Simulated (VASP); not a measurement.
# MnO2 (P4_2/mnm) in VASP: single point with LDA+U

Aim: the single point of MnO2 with LDA+U.

All numbers are computed with VASP 6.6.1; they aren't measurements. Logs are shortened: lines on timing, memory, paths and dates and some standing lists are left out, and cuts for length are marked.

**1. The cell of the first run**

It takes space group P4_2/mnm (No. 136, tetragonal). Conventional cell: a = 4.404 Å, b = 4.404 Å, c = 2.877 Å, α = 90.00°, β = 90.00°, γ = 90.00°. Within 2.5 Å of Mn (site symmetry mmm) lie 6 O at 1.88 to 1.90 Å. O (site symmetry m2m) has 3 Mn at 1.88 to 1.90 Å and 1 O at 2.43 Å within 2.5 Å.

**2. Single point, LDA+U, collinear spin, ferromagnetic start**

The input, INCAR:

```
SYSTEM = MnO2
ALGO = Normal
EDIFF = 1E-6
ENCUT = 520
ISIF = 2
ISMEAR = -1
ISPIN = 2
LASPH = .TRUE.
LCHARG = .FALSE.
LDAU = .TRUE.
LDAUJ = 0 0
LDAUL = 2 -1
LDAUPRINT = 1
LDAUTYPE = 2
LDAUU = 4.8 0
LMAXMIX = 4
LORBIT = 11
LREAL = .FALSE.
LWAVE = .FALSE.
MAGMOM = 4.5 4.5 0 0 0 0
NBANDS = 38
NELM = 150
PREC = Accurate
SIGMA = 0.05
```

The input, KPOINTS:

```
k-points
0
G
  5 5 7
  0 0 0
```

The input, POSCAR:

```
MnO2
1.0
    4.4041000000      0.0000000000      0.0000000000
    0.0000000000      4.4041000000      0.0000000000
    0.0000000000      0.0000000000      2.8765000000
Mn O
2 4
Direct
    0.0000000000      0.0000000000      0.0000000000
    0.5000000000      0.5000000000      0.5000000000
    0.3046000000      0.3046000000      0.0000000000
    0.1954000000      0.8046000000      0.5000000000
    0.6954000000      0.6954000000      0.0000000000
    0.8046000000      0.1954000000      0.5000000000
```

Potentials or basis: VASP PAW LDA potentials, release 64 (Mn_pv, O).

Command:

```console
cat potpaw_LDA.64/Mn_pv/POTCAR potpaw_LDA.64/O/POTCAR > POTCAR
mpirun -np 1 vasp_std > vasp.out
```

OUTCAR:

```text
SYSTEM = MnO2
   EDIFF = 1E-6
   ENCUT = 520
   ISIF = 2
   ISMEAR = -1
   ISPIN = 2
   LASPH = .TRUE.
   LORBIT = 11
   LREAL = .FALSE.
   NELM = 150
   PREC = Accurate

 ion  position               nearest neighbor table
   1  0.000  0.000  0.000-   4 1.88   6 1.88   4 1.88   6 1.88   5 1.90   3 1.90
   2  0.500  0.500  0.500-   3 1.88   5 1.88   3 1.88   5 1.88   4 1.90   6 1.90
   3  0.305  0.305  0.000-   2 1.88   2 1.88   1 1.90
   4  0.195  0.805  0.500-   1 1.88   1 1.88   2 1.90
   5  0.695  0.695  0.000-   2 1.88   2 1.88   1 1.90
   6  0.805  0.195  0.500-   1 1.88   1 1.88   2 1.90

  LATTYP: Found a simple tetragonal cell.
 ALAT       =     4.4041000000
 C/A-ratio  =     0.6531413910

  Lattice vectors:

 A1 = (   4.4041000000,   0.0000000000,   0.0000000000)
 A2 = (   0.0000000000,   4.4041000000,   0.0000000000)
 A3 = (   0.0000000000,   0.0000000000,   2.8765000000)

Analysis of symmetry for initial positions (statically):
=====================================================================
 Subroutine PRICEL returns:
 Original cell was already a primitive cell.

 Routine SETGRP: Setting up the symmetry group for a
 simple tetragonal supercell.

 Subroutine GETGRP returns: Found 16 space group operations
 (whereof  8 operations were pure point group operations)
 out of a pool of 16 trial point group operations.

The static configuration has the point symmetry D_2h.
 The point group associated with its full space group is D_4h.

Analysis of symmetry for dynamics (positions and initial velocities):
=====================================================================
 Subroutine PRICEL returns:
 Original cell was already a primitive cell.

 Routine SETGRP: Setting up the symmetry group for a
 simple tetragonal supercell.

 Subroutine GETGRP returns: Found 16 space group operations
 (whereof  8 operations were pure point group operations)
 out of a pool of 16 trial point group operations.

The dynamic configuration has the point symmetry D_2h.
 The point group associated with its full space group is D_4h.

Analysis of structural, dynamic, and magnetic symmetry:
=====================================================================
 Subroutine PRICEL returns:
 Original cell was already a primitive cell.

 Routine SETGRP: Setting up the symmetry group for a
 simple tetragonal supercell.

 Subroutine GETGRP returns: Found 16 space group operations
 (whereof  8 operations were pure point group operations)
 out of a pool of 16 trial point group operations.

The overall configuration has the point symmetry D_2h.
 The point group associated with its full space group is D_4h.

 Subroutine INISYM returns: Found 16 space group operations
 (whereof  8 operations are pure point group operations),
 and found     1 'primitive' translations

----------------------------------------------------------------------------------------

                                     Primitive cell

  volume of cell :      55.7929

  direct lattice vectors                    reciprocal lattice vectors
     4.404100000  0.000000000  0.000000000     0.227061148  0.000000000  0.000000000
     0.000000000  4.404100000  0.000000000     0.000000000  0.227061148  0.000000000
     0.000000000  0.000000000  2.876500000     0.000000000  0.000000000  0.347644707

  length of vectors
     4.404100000  4.404100000  2.876500000     0.227061148  0.227061148  0.347644707

  position of ions in fractional coordinates (direct lattice)
     0.000000000  0.000000000  0.000000000
     0.500000000  0.500000000  0.500000000
     0.304600000  0.304600000  0.000000000
     0.195400000  0.804600000  0.500000000
     0.695400000  0.695400000  0.000000000
     0.804600000  0.195400000  0.500000000

  ion indices of the primitive-cell ions
   primitive index   ion index
                 1           1
                 2           2
                 3           3
                 4           4
                 5           5
                 6           6

[... 103 lines left out ...]
   LEPSILON=     F    determine dielectric tensor
   LRPA    =     F    only Hartree local field effects (RPA)
 spin polarized calculation
  energy-cutoff  :      520.00
  volume of cell :       55.79
 maximum number of plane-waves:      1522
 NGX is ok and might be reduce to    36
   NGX = 17   NGY = 17   NGZ = 11

atom =   1  type =  1  l = 2

 onsite density matrix

spin component  1

  0.6420  0.0000  0.1845  0.0000  0.0000
  0.0000  0.7424  0.0000  0.2231  0.0000
  0.1845  0.0000  0.8448  0.0000 -0.0000
  0.0000  0.2231  0.0000  0.7424  0.0000
  0.0000  0.0000 -0.0000  0.0000  0.9728

spin component  2

  0.2340  0.0000 -0.1072  0.0000 -0.0000
  0.0000  0.2219  0.0000 -0.1121  0.0000
 -0.1072  0.0000  0.1402  0.0000  0.0000
  0.0000 -0.1121  0.0000  0.2219  0.0000
 -0.0000  0.0000  0.0000  0.0000  0.1161

 occupancies and eigenvectors

  o =  0.0701  v =  0.0000  0.0000  0.0000  0.0000  0.0000 -0.5473  0.0000 -0.8369  0.0000  0.0000      0.0000  0.0000  0.0000  0.0000  0.0000  0.0000  0.0000  0.0000  0.0000  0.0000
  o =  0.1097  v =  0.0000  0.0000  0.0000  0.0000  0.0000  0.0000 -0.7071  0.0000 -0.7071  0.0000      0.0000  0.0000  0.0000  0.0000  0.0000  0.0000  0.0000  0.0000  0.0000  0.0000
  o =  0.1161  v =  0.0000  0.0000  0.0000  0.0000  0.0000 -0.0000 -0.0000 -0.0000  0.0000 -1.0000      0.0000  0.0000  0.0000  0.0000  0.0000  0.0000  0.0000  0.0000  0.0000  0.0000
  o =  0.3041  v =  0.0000  0.0000  0.0000  0.0000  0.0000 -0.8369  0.0000  0.5473  0.0000  0.0000      0.0000  0.0000  0.0000  0.0000  0.0000  0.0000  0.0000  0.0000  0.0000  0.0000
  o =  0.3340  v =  0.0000  0.0000  0.0000  0.0000  0.0000  0.0000  0.7071  0.0000 -0.7071 -0.0000      0.0000  0.0000  0.0000  0.0000  0.0000  0.0000  0.0000  0.0000  0.0000  0.0000
  o =  0.5194  v =  0.0000  0.7071  0.0000 -0.7071  0.0000  0.0000  0.0000  0.0000  0.0000  0.0000      0.0000  0.0000  0.0000  0.0000  0.0000  0.0000  0.0000  0.0000  0.0000  0.0000
  o =  0.5328  v = -0.8607  0.0000  0.5091  0.0000  0.0000  0.0000  0.0000  0.0000  0.0000  0.0000      0.0000  0.0000  0.0000  0.0000  0.0000  0.0000  0.0000  0.0000  0.0000  0.0000
  o =  0.9539  v = -0.5091  0.0000 -0.8607  0.0000 -0.0000  0.0000  0.0000  0.0000  0.0000  0.0000      0.0000  0.0000  0.0000  0.0000  0.0000  0.0000  0.0000  0.0000  0.0000  0.0000
  o =  0.9655  v =  0.0000  0.7071  0.0000  0.7071  0.0000  0.0000  0.0000  0.0000  0.0000  0.0000      0.0000  0.0000  0.0000  0.0000  0.0000  0.0000  0.0000  0.0000  0.0000  0.0000
  o =  0.9728  v =  0.0000  0.0000  0.0000  0.0000 -1.0000  0.0000  0.0000  0.0000  0.0000  0.0000      0.0000  0.0000  0.0000  0.0000  0.0000  0.0000  0.0000  0.0000  0.0000  0.0000

atom =   2  type =  1  l = 2

 onsite density matrix

spin component  1

  0.6420  0.0000 -0.1845  0.0000  0.0000
  0.0000  0.7424  0.0000 -0.2231  0.0000
 -0.1845  0.0000  0.8448  0.0000  0.0000
  0.0000 -0.2231  0.0000  0.7424  0.0000
  0.0000  0.0000  0.0000  0.0000  0.9728

spin component  2

  0.2340  0.0000  0.1072  0.0000 -0.0000
  0.0000  0.2219  0.0000  0.1121  0.0000
  0.1072  0.0000  0.1402  0.0000 -0.0000
  0.0000  0.1121  0.0000  0.2219  0.0000
 -0.0000  0.0000 -0.0000  0.0000  0.1161

 occupancies and eigenvectors

  o =  0.0701  v =  0.0000  0.0000  0.0000  0.0000  0.0000 -0.5473  0.0000  0.8369 -0.0000  0.0000      0.0000  0.0000  0.0000  0.0000  0.0000  0.0000  0.0000  0.0000  0.0000  0.0000
  o =  0.1097  v =  0.0000  0.0000  0.0000  0.0000  0.0000 -0.0000 -0.7071  0.0000  0.7071  0.0000      0.0000  0.0000  0.0000  0.0000  0.0000  0.0000  0.0000  0.0000  0.0000  0.0000
  o =  0.1161  v =  0.0000  0.0000  0.0000  0.0000  0.0000 -0.0000 -0.0000  0.0000  0.0000 -1.0000      0.0000  0.0000  0.0000  0.0000  0.0000  0.0000  0.0000  0.0000  0.0000  0.0000
  o =  0.3041  v =  0.0000  0.0000  0.0000  0.0000  0.0000 -0.8369 -0.0000 -0.5473 -0.0000  0.0000      0.0000  0.0000  0.0000  0.0000  0.0000  0.0000  0.0000  0.0000  0.0000  0.0000
  o =  0.3340  v =  0.0000  0.0000  0.0000  0.0000  0.0000  0.0000 -0.7071  0.0000 -0.7071 -0.0000      0.0000  0.0000  0.0000  0.0000  0.0000  0.0000  0.0000  0.0000  0.0000  0.0000
  o =  0.5194  v =  0.0000  0.7071  0.0000  0.7071  0.0000  0.0000  0.0000  0.0000  0.0000  0.0000      0.0000  0.0000  0.0000  0.0000  0.0000  0.0000  0.0000  0.0000  0.0000  0.0000
  o =  0.5328  v = -0.8607  0.0000 -0.5091  0.0000  0.0000  0.0000  0.0000  0.0000  0.0000  0.0000      0.0000  0.0000  0.0000  0.0000  0.0000  0.0000  0.0000  0.0000  0.0000  0.0000
  o =  0.9539  v = -0.5091  0.0000  0.8607  0.0000 -0.0000  0.0000  0.0000  0.0000  0.0000  0.0000      0.0000  0.0000  0.0000  0.0000  0.0000  0.0000  0.0000  0.0000  0.0000  0.0000
  o =  0.9655  v =  0.0000  0.7071  0.0000 -0.7071  0.0000  0.0000  0.0000  0.0000  0.0000  0.0000      0.0000  0.0000  0.0000  0.0000  0.0000  0.0000  0.0000  0.0000  0.0000  0.0000
  o =  0.9728  v =  0.0000 -0.0000  0.0000  0.0000  1.0000  0.0000  0.0000  0.0000  0.0000  0.0000      0.0000  0.0000  0.0000  0.0000  0.0000  0.0000  0.0000  0.0000  0.0000  0.0000

 number of electron      49.9999965 magnetization       6.0287708

 Free energy of the ion-electron system (eV)
  ---------------------------------------------------
  ext. energy  EPLUGINS =         0.00000000
  ---------------------------------------------------
  free energy    TOTEN  =       -45.95880135 eV

  energy without entropy =      -45.95422978  energy(sigma->0) =      -45.95651557

 E-fermi :   4.7482     XC(G=0): -12.5901

 val. band max:        4.7405413253   @ k =   0.0000   0.0000   0.1429
 cond. band min:       4.8120290601   @ k =   0.0000   0.0000   0.0000
 fundamental gap:      0.0714877348
 Fermi energy:         4.7482018696

 spin component 1

 k-point     1 :       0.0000    0.0000    0.0000
  band No.  band energies     occupation
      1     -45.6177      1.00000
      2     -45.6100      1.00000
      3     -45.5748      1.00000
      4     -45.5748      1.00000
      5     -45.5150      1.00000
      6     -45.5150      1.00000
[... 949 lines left out ...]
     36      18.3458      0.00000
     37      19.8126      0.00000
 Fermi energy:         4.7482018696

 spin component 2

 k-point     1 :       0.0000    0.0000    0.0000
  band No.  band energies     occupation
      1     -42.5385      1.00000
      2     -42.5286      1.00000
      3     -42.4771      1.00000
      4     -42.4771      1.00000
      5     -42.4056      1.00000
      6     -42.4056      1.00000
[... 949 lines left out ...]
     36      18.9595      0.00000
     37      20.0815      0.00000
 [bands above 37 left out]

------------------------ aborting loop because EDIFF is reached ----------------------------------------

  FORCE on cell =-STRESS in cart. coord.  units (eV):
  Direction    XX          YY          ZZ          XY          YZ          ZX
  --------------------------------------------------------------------------------------
  -------------------------------------------------------------------------------------
  Total       -1.7397503     -1.7397503     -1.2017314      0.0000000      0.0000000      0.0000000
  in kB      -49.9595791    -49.9595791    -34.5095466      0.0000000      0.0000000      0.0000000
  external PRESSURE =     -44.8095682 kB  Pullay stress =       0.0000000 kB

 VOLUME and BASIS-vectors are now :
 -----------------------------------------------------------------------------
  energy-cutoff  :      520.00
  volume of cell :       55.79
      direct lattice vectors                 reciprocal lattice vectors
     4.404100000  0.000000000  0.000000000     0.227061148  0.000000000  0.000000000
     0.000000000  4.404100000  0.000000000     0.000000000  0.227061148  0.000000000
     0.000000000  0.000000000  2.876500000     0.000000000  0.000000000  0.347644707

 POSITION                                       TOTAL-FORCE (eV/Angst)
 -----------------------------------------------------------------------------------
      0.00000      0.00000      0.00000        -0.000000     -0.000000      0.000000
      2.20205      2.20205      1.43825        -0.000000     -0.000000      0.000000
      1.34149      1.34149      0.00000         0.076701      0.076701      0.000000
      0.86056      3.54354      1.43825        -0.076701      0.076701      0.000000
      3.06261      3.06261      0.00000        -0.076701     -0.076701      0.000000
      3.54354      0.86056      1.43825         0.076701     -0.076701      0.000000
 -----------------------------------------------------------------------------------
    total drift:                                0.000000      0.000000     -0.000000

  FREE ENERGIE OF THE ION-ELECTRON SYSTEM (eV)
  ---------------------------------------------------
  free  energy   TOTEN  =       -45.9588013469 eV

  energy  without entropy=      -45.9542297839  energy(sigma->0) =      -45.95651557

 total charge

# of ion       s       p       d       tot
------------------------------------------
    1        0.362   6.483   4.845  11.690
    2        0.362   6.483   4.845  11.690
    3        1.555   3.459   0.000   5.014
    4        1.555   3.459   0.000   5.014
    5        1.555   3.459   0.000   5.014
    6        1.555   3.459   0.000   5.014
--------------------------------------------------
tot          6.946  26.800   9.690  43.436

 magnetization (x)

# of ion       s       p       d       tot
------------------------------------------
    1        0.016   0.025   3.008   3.049
    2        0.016   0.025   3.008   3.049
    3       -0.003  -0.047   0.000  -0.050
    4       -0.003  -0.047   0.000  -0.050
    5       -0.003  -0.047   0.000  -0.050
    6       -0.003  -0.047   0.000  -0.050
--------------------------------------------------
tot          0.021  -0.140   6.015   5.897
```

It took 80 s on 1 thread of Intel Xeon Platinum 8259CL at 2.50GHz (Skylake/Cascade Lake), shared host; peak memory 0.21 GiB.

What came out:

```
Free energy                                           : -45.9588 eV
Pressure                                              : -4.5 GPa
Largest force                                         : 0.108 eV/Å
Band gap on the k mesh                                : zero (filled and empty bands overlap)
Net moment                                            : 6.03 μB per cell
Site moments                                          : Mn +3.05; O -0.05 μB
Valence electrons inside the program's atomic spheres : Mn 11.69; O 5.01
```

Forces in eV/Å, atoms in the order of the input:
```
Mn   0.000  0.000  0.000
Mn   0.000  0.000  0.000
O    0.077  0.077  0.000
O   -0.077  0.077  0.000
O   -0.077 -0.077  0.000
O    0.077 -0.077  0.000
```

Levels at points of the mesh, in eV from the Fermi level:
Spin up:
```csv
k point,band 26,band 27,band 28,band 29,band 30,band 31
"(0.00, 0.00, 0.00)",-0.58,-0.58,-0.42,0.06,2.76,2.76
```
Spin down:
| k point | band 18 | band 19 | band 20 | band 21 | band 22 | band 23 | band 24 | band 25 | band 26 | band 27 |
| --- | --- | --- | --- | --- | --- | --- | --- | --- | --- | --- |
| (0.00, 0.00, 0.00) | -3.07 | -1.25 | -0.56 | -0.56 | 0.13 | 1.75 | 1.88 | 2.16 | 2.16 | 2.33 |

Eigenvalues of the final occupation matrices:
```csv
site,spin,trace,eigenvalues
site 1 d,1,3.94,0.52 0.53 0.95 0.97 0.97
site 1 d,2,0.93,0.07 0.11 0.12 0.30 0.33
site 2 d,1,3.94,0.52 0.53 0.95 0.97 0.97
site 2 d,2,0.93,0.07 0.11 0.12 0.30 0.33
```

Caveat: the cell stands under tension; only a ferromagnetic start was run, and an antiferromagnetic order may lie lower in energy. The state reached can hang on the start; a lower one may exist.
